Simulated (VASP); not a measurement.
# TiCo (Pm-3m) in VASP: a series of runs, part 2 of 2

VASP 6.6.1.

## 4. Single point, PBEsol, collinear spin, ferromagnetic start (13.07 Å³/atom)

This run uses another cell than the first one, of 13.07 Å³/atom.

Contents of INCAR:

```
  PREC = Accurate
  ENCUT = 520
  EDIFF = 1E-6
  ISMEAR = 0
  SIGMA = 0.1
  LREAL = F
  LASPH = T
  NELM = 150
  ALGO = Normal
  ISIF = 2
  LWAVE = F
  LCHARG = F
  ISPIN = 2
  MAGMOM = 0 0.75
  LORBIT = 11
  LMAXMIX = 4
  GGA = PS
  NBANDS = 22
```

Contents of KPOINTS:

```
Automatic mesh
0
Gamma
  14 14 14
```

Contents of POSCAR:

```
TiCo
1.0
    2.9676013357      0.0000000000      0.0000000000
    0.0000000000      2.9676013357      0.0000000000
    0.0000000000      0.0000000000      2.9676013357
Ti Co
1 1
Direct
    0.0000000000      0.0000000000      0.0000000000
    0.5000000000      0.5000000000      0.5000000000
```

Potentials or basis: VASP PAW PBE potentials, release 64 (Ti_sv, Co).

Started as:

```sh
> cat potpaw_PBE.64/Ti_sv/POTCAR potpaw_PBE.64/Co/POTCAR > POTCAR
> mpirun -np 1 vasp_std > vasp.out
```

OUTCAR:

```text
PREC = Accurate
   ENCUT = 520
   EDIFF = 1E-6
   ISMEAR = 0
   LREAL = F
   LASPH = T
   NELM = 150
   ISIF = 2
   ISPIN = 2
   LORBIT = 11
   GGA = PS

 ion  position               nearest neighbor table
   1  0.000  0.000  0.000-   2 2.57   2 2.57   2 2.57   2 2.57   2 2.57   2 2.57   2 2.57   2 2.57

   2  0.500  0.500  0.500-   1 2.57   1 2.57   1 2.57   1 2.57   1 2.57   1 2.57   1 2.57   1 2.57

  LATTYP: Found a simple cubic cell.
 ALAT       =     2.9676013357

  Lattice vectors:

 A1 = (   2.9676013357,   0.0000000000,   0.0000000000)
 A2 = (   0.0000000000,   2.9676013357,   0.0000000000)
 A3 = (   0.0000000000,   0.0000000000,   2.9676013357)

Analysis of symmetry for initial positions (statically):
=====================================================================
 Subroutine PRICEL returns:
 Original cell was already a primitive cell.

 Routine SETGRP: Setting up the symmetry group for a
 simple cubic supercell.

[... 798 lines left out ...]
      3     -23.0717      1.00000
      4     -23.0717      1.00000
      5       2.2476      1.00000
      6       6.3377      1.00000
[... 589 lines left out ...]
     21      28.1875      0.00000
     22      29.8873      0.00000

 [... further k-points ...]

------------------------ aborting loop because EDIFF is reached ----------------------------------------

  FORCE on cell =-STRESS in cart. coord.  units (eV):
  Direction    XX          YY          ZZ          XY          YZ          ZX
  --------------------------------------------------------------------------------------
  -------------------------------------------------------------------------------------
  Total       -0.8779036     -0.8779036     -0.8779036      0.0000000      0.0000000     -0.0000000
  in kB      -53.8196354    -53.8196354    -53.8196354      0.0000000      0.0000000     -0.0000000
  external PRESSURE =     -53.8196354 kB  Pullay stress =       0.0000000 kB

 VOLUME and BASIS-vectors are now :
 -----------------------------------------------------------------------------
  energy-cutoff  :      520.00
  volume of cell :       26.13
      direct lattice vectors                 reciprocal lattice vectors
     2.967601336  0.000000000  0.000000000     0.336972486  0.000000000  0.000000000
     0.000000000  2.967601336  0.000000000     0.000000000  0.336972486  0.000000000
     0.000000000  0.000000000  2.967601336     0.000000000  0.000000000  0.336972486

 POSITION                                       TOTAL-FORCE (eV/Angst)
 -----------------------------------------------------------------------------------
      0.00000      0.00000      0.00000         0.000000      0.000000      0.000000
      1.48380      1.48380      1.48380         0.000000      0.000000      0.000000
 -----------------------------------------------------------------------------------
    total drift:                                0.000000      0.000000     -0.000000

  FREE ENERGIE OF THE ION-ELECTRON SYSTEM (eV)
  ---------------------------------------------------
  free  energy   TOTEN  =       -16.8918813324 eV

  energy  without entropy=      -16.8794939021  energy(sigma->0) =      -16.88568762

 total charge

# of ion       s       p       d       tot
------------------------------------------
    1        2.253   6.187   1.874  10.313
    2        0.530   0.465   7.328   8.324
--------------------------------------------------
tot          2.783   6.652   9.203  18.637

 magnetization (x)

# of ion       s       p       d       tot
------------------------------------------
    1       -0.002  -0.009  -0.004  -0.015
    2        0.024  -0.001   0.719   0.742
--------------------------------------------------
tot          0.022  -0.010   0.715   0.727
```

Run time: 89 s. Hardware: 1 thread of Intel Xeon Platinum 8375C at 2.90GHz (Ice Lake), shared host; peak memory 0.23 GiB.

What came out:

- Free energy: -16.8919 eV
- Pressure: -5.4 GPa
- Net moment: 0.70 μB per cell
- Site moments: Ti -0.01; Co +0.74 μB
- Valence electrons inside the program's atomic spheres: Ti 10.31; Co 8.32

Levels at points of the mesh, in eV from the Fermi level:
Spin up:
```
           k point  band 8  band 9  band 10  band 11  band 12  band 13  band 14  band 15
(0.00, 0.00, 0.00)   -1.81   -1.81    -1.81     0.55     0.55     2.75     2.75     2.75
(0.50, 0.00, 0.00)   -1.91   -1.91    -1.43    -0.78    -0.43     0.65     0.65     2.28
(0.50, 0.50, 0.00)   -2.71   -1.29    -0.64     0.63     0.63     1.14     2.54     2.54
(0.50, 0.50, 0.50)   -2.16   -2.16    -2.16    -1.26    -1.26     3.25     3.25     7.05
```
Spin down:
```
           k point  band 7  band 8  band 9  band 10  band 11  band 12  band 13  band 14
(0.00, 0.00, 0.00)   -3.68   -1.35   -1.35    -1.35     0.97     0.97     2.84     2.84
(0.50, 0.00, 0.00)   -2.07   -1.42   -1.42    -0.89    -0.84     0.46     0.67     0.67
(0.50, 0.50, 0.00)   -2.35   -2.35   -0.19     0.16     0.64     0.64     1.30     2.71
(0.50, 0.50, 0.50)   -2.35   -2.15   -2.15    -2.15    -0.15    -0.15     3.21     3.21
```

Caveat: the cell stands under tension; the PAW data sets were made with another functional, which shifts forces and pressure a little.

## 5. Single point, PBEsol, collinear spin, ferromagnetic start (13.45 Å³/atom)

This run uses another cell than the first one, of 13.45 Å³/atom.

Contents of INCAR:

```
SYSTEM = TiCo
  ALGO = Fast
  EDIFF = 1E-6
  ENCUT = 520
  GGA = PS
  ISIF = 2
  ISMEAR = 0
  ISPIN = 2
  LASPH = .True.
  LCHARG = .False.
  LMAXMIX = 4
  LORBIT = 11
  LREAL = .False.
  LWAVE = .False.
  MAGMOM = 0 0.75
  NBANDS = 22
  NELM = 150
  PREC = Accurate
  SIGMA = 0.1
```

Contents of KPOINTS:

```
k-points
0
Gamma
  14 14 14
  0 0 0
```

Contents of POSCAR:

```
TiCo
1.0
    2.9961377145      0.0000000000      0.0000000000
    0.0000000000      2.9961377145      0.0000000000
    0.0000000000      0.0000000000      2.9961377145
Ti Co
1 1
Direct
    0.0000000000      0.0000000000      0.0000000000
    0.5000000000      0.5000000000      0.5000000000
```

Potentials or basis: VASP PAW PBE potentials, release 64 (Ti_sv, Co).

Started as:

```sh
> cat potpaw_PBE.64/Ti_sv/POTCAR potpaw_PBE.64/Co/POTCAR > POTCAR
> mpirun -np 1 vasp_std > vasp.out
```

OUTCAR:

```text
SYSTEM = TiCo
   EDIFF = 1E-6
   ENCUT = 520
   GGA = PS
   ISIF = 2
   ISMEAR = 0
   ISPIN = 2
   LASPH = .True.
   LORBIT = 11
   LREAL = .False.
   NELM = 150
   PREC = Accurate

 ion  position               nearest neighbor table
   1  0.000  0.000  0.000-   2 2.59   2 2.59   2 2.59   2 2.59   2 2.59   2 2.59   2 2.59   2 2.59

   2  0.500  0.500  0.500-   1 2.59   1 2.59   1 2.59   1 2.59   1 2.59   1 2.59   1 2.59   1 2.59

  LATTYP: Found a simple cubic cell.
 ALAT       =     2.9961377145

  Lattice vectors:

 A1 = (   2.9961377145,   0.0000000000,   0.0000000000)
[... 1417 lines left out ...]

 VOLUME and BASIS-vectors are now :
 -----------------------------------------------------------------------------
  energy-cutoff  :      520.00
  volume of cell :       26.90
      direct lattice vectors                 reciprocal lattice vectors
     2.996137715  0.000000000  0.000000000     0.333763029  0.000000000  0.000000000
     0.000000000  2.996137715  0.000000000     0.000000000  0.333763029  0.000000000
     0.000000000  0.000000000  2.996137715     0.000000000  0.000000000  0.333763029

 POSITION                                       TOTAL-FORCE (eV/Angst)
 -----------------------------------------------------------------------------------
      0.00000      0.00000      0.00000         0.000000      0.000000      0.000000
      1.49807      1.49807      1.49807         0.000000      0.000000      0.000000
 -----------------------------------------------------------------------------------
    total drift:                                0.000000      0.000000     -0.000000

  FREE ENERGIE OF THE ION-ELECTRON SYSTEM (eV)
  ---------------------------------------------------
  free  energy   TOTEN  =       -16.8561443448 eV

  energy  without entropy=      -16.8441254956  energy(sigma->0) =      -16.85013492

 total charge

# of ion       s       p       d       tot
------------------------------------------
    1        2.246   6.177   1.850  10.273
    2        0.520   0.450   7.302   8.272
--------------------------------------------------
tot          2.767   6.628   9.152  18.546

 magnetization (x)

# of ion       s       p       d       tot
------------------------------------------
    1       -0.002  -0.010  -0.012  -0.025
    2        0.027  -0.002   0.846   0.871
--------------------------------------------------
tot          0.024  -0.012   0.834   0.846
```

OSZICAR:

```text
N       E                     dE             d eps       ncg     rms          rms(c)
DAV:   1     0.162646457427E+03    0.16265E+03   -0.95344E+03 10808   0.119E+03
DAV:   2    -0.914762020682E+01   -0.17179E+03   -0.16328E+03 10866   0.301E+02
DAV:   3    -0.192420055639E+02   -0.10094E+02   -0.99095E+01 13184   0.780E+01
DAV:   4    -0.195214846090E+02   -0.27948E+00   -0.27879E+00 12144   0.118E+01
DAV:   5    -0.195297555997E+02   -0.82710E-02   -0.82705E-02 12776   0.191E+00    0.140E+01
RMM:   6    -0.180478415821E+02    0.14819E+01   -0.63501E+00 12678   0.246E+01    0.114E+01
RMM:   7    -0.187941630375E+02   -0.74632E+00   -0.15725E+00 13158   0.110E+01    0.198E+01
RMM:   8    -0.168572010057E+02    0.19370E+01   -0.52822E-01 13485   0.689E+00    0.198E+00
RMM:   9    -0.168354723669E+02    0.21729E-01   -0.67035E-02 14872   0.148E+00    0.156E+00
RMM:  10    -0.168450969776E+02   -0.96246E-02   -0.41462E-02 15709   0.135E+00    0.108E+00
RMM:  11    -0.168508112301E+02   -0.57143E-02   -0.11851E-02 15417   0.769E-01    0.770E-01
RMM:  12    -0.168560009588E+02   -0.51897E-02   -0.68920E-03 14873   0.630E-01    0.593E-01
RMM:  13    -0.168561791740E+02   -0.17822E-03   -0.45949E-03 14627   0.447E-01    0.244E-01
RMM:  14    -0.168563436937E+02   -0.16452E-03   -0.81550E-04 15312   0.199E-01    0.181E-01
RMM:  15    -0.168560753853E+02    0.26831E-03   -0.26289E-04 15465   0.117E-01    0.568E-02
RMM:  16    -0.168561330460E+02   -0.57661E-04   -0.98135E-05 15946   0.598E-02    0.300E-02
RMM:  17    -0.168561440575E+02   -0.11011E-04   -0.30882E-05 15034   0.306E-02    0.118E-02
RMM:  18    -0.168561443448E+02   -0.28738E-06   -0.90879E-06 13825   0.182E-02
   1 F= -.16856144E+02 E0= -.16850135E+02  d E =-.120188E-01  mag=     0.8098
```

Wall time 86 s (1 thread of Intel Xeon Platinum 8375C at 2.90GHz (Ice Lake), shared host); peak memory 0.23 GiB.

Results:

| Item | Value |
| --- | --- |
| Free energy | -16.8561 eV |
| Pressure | -9.6 GPa |
| Net moment | 0.81 μB per cell |
| Site moments | Ti -0.03; Co +0.87 μB |
| Valence electrons inside the program's atomic spheres | Ti 10.27; Co 8.27 |

Levels at points of the mesh, in eV from the Fermi level:
Spin up:
```
           k point  band 7  band 8  band 9  band 10  band 11  band 12  band 13  band 14  band 15  band 16
(0.00, 0.00, 0.00)   -4.08   -1.81   -1.81    -1.81     0.50     0.50     2.66     2.66     2.66     8.81
(0.50, 0.00, 0.00)   -2.97   -1.92   -1.92    -1.46    -0.70    -0.54     0.66     0.66     2.22     3.84
(0.50, 0.50, 0.00)   -2.66   -2.66   -1.39    -0.71     0.60     0.60     1.10     2.44     2.44     3.08
(0.50, 0.50, 0.50)   -2.73   -2.06   -2.06    -2.06    -1.36    -1.36     3.16     3.16     6.80     8.21
```
Spin down:
```
           k point  band 7  band 8  band 9  band 10  band 11  band 12  band 13  band 14
(0.00, 0.00, 0.00)   -3.49   -1.27   -1.27    -1.27     0.98     0.98     2.75     2.75
(0.50, 0.00, 0.00)   -1.91   -1.34   -1.34    -0.83    -0.78     0.50     0.67     0.67
(0.50, 0.50, 0.00)   -2.23   -2.23   -0.09     0.22     0.60     0.60     1.27     2.63
(0.50, 0.50, 0.50)   -2.25   -2.05   -2.05    -2.05    -0.06    -0.06     3.11     3.11
```

Caveat: the cell stands under tension; the PAW data sets were made with another functional, which shifts forces and pressure a little.

## 6. The runs side by side

```csv
cell,gap on the mesh (eV),pressure (GPa),moment (μB)
"a = 2.879 Å, 2 atoms",none,12.3,0.41
"a = 2.909 Å, 2 atoms",none,5.3,0.49
"a = 2.968 Å, 2 atoms",none,-5.4,0.70
"a = 2.996 Å, 2 atoms",none,-9.6,0.81
```

Alike in all rows: task single point; level PBEsol; potentials or basis VASP PAW PBE potentials, release 64 (Ti_sv, Co); spin collinear, ferromagnetic start; k mesh 14 × 14 × 14; cutoff (eV) 520; smearing gaussian 0.1 eV.

Caveats: the PAW data sets were made with another functional, which shifts forces and pressure a little; the cell stands under pressure (at least some runs); the cell stands under tension (at least some runs).

Absolute energies hang on the potentials; compare differences alone.
